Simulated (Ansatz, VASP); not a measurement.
**ZrO2 in VASP and in Ansatz**

The input INCAR:

```
  PREC = Accurate
  ENCUT = 600
  EDIFF = 1E-6
  ISMEAR = -1
  SIGMA = 0.02
  LREAL = F
  LASPH = T
  NELM = 120
  ALGO = Normal
  ISIF = 2
  LWAVE = F
  LCHARG = T
  GGA = PE
  LELF = T
  LVHAR = T
  NBANDS = 19
  GGA_COMPAT = F
```

File KPOINTS:

```
regular mesh
0
Gamma
  6 6 6
```

Contents of POSCAR:

```
ZrO2
1.0
    0.0000000000      2.5603500000      2.5350000000
    2.5603500000      0.0000000000      2.5350000000
    2.5603500000      2.5603500000      0.0000000000
Zr O
1 2
Direct
    0.0000000000      0.0000000000      0.0000000000
    0.2500000000      0.2500000000      0.2500000000
    0.7500000000      0.7500000000      0.7500000000
```

Input for Ansatz:

```yaml
crystal:
  lattice:
    - [0.0, 2.56035, 2.535]
    - [2.56035, 0.0, 2.535]
    - [2.56035, 2.56035, 0.0]
  atoms:
    - { symbol: Zr, position: [0.0, 0.0, 0.0] }
    - { symbol: O, position: [0.25, 0.25, 0.25] }
    - { symbol: O, position: [0.75, 0.75, 0.75] }
basis:
  ecutwfc: 510.0
kpoints:
  mp_grid:
    grid: [6, 6, 6]
hamiltonian:
  xc: pbe
scf:
  occupations:
    method: fermi_dirac
    width: 0.02
output:
  stress: true
```

Alike in both runs: task single point; functional PBE; k mesh 6 × 6 × 6; occupations fermi-dirac, width 0.02 eV; no spin polarisation.

|  | VASP | Ansatz |
| --- | --- | --- |
| version | VASP 6.6.1 | Ansatz 0.2.0 |
| potentials or method | VASP PAW PBE potentials, release 64 (Zr_sv, O), cutoff 600 eV | plane waves, PAW |
| valence electrons in the cell | 24 | 24 |

```csv
,VASP,Ansatz,Ansatz less VASP
pressure (GPa),1.8,1.7,-0.07
"traceless stress, the component that is largest in VASP (GPa)",2.85,2.86,+0.002
```
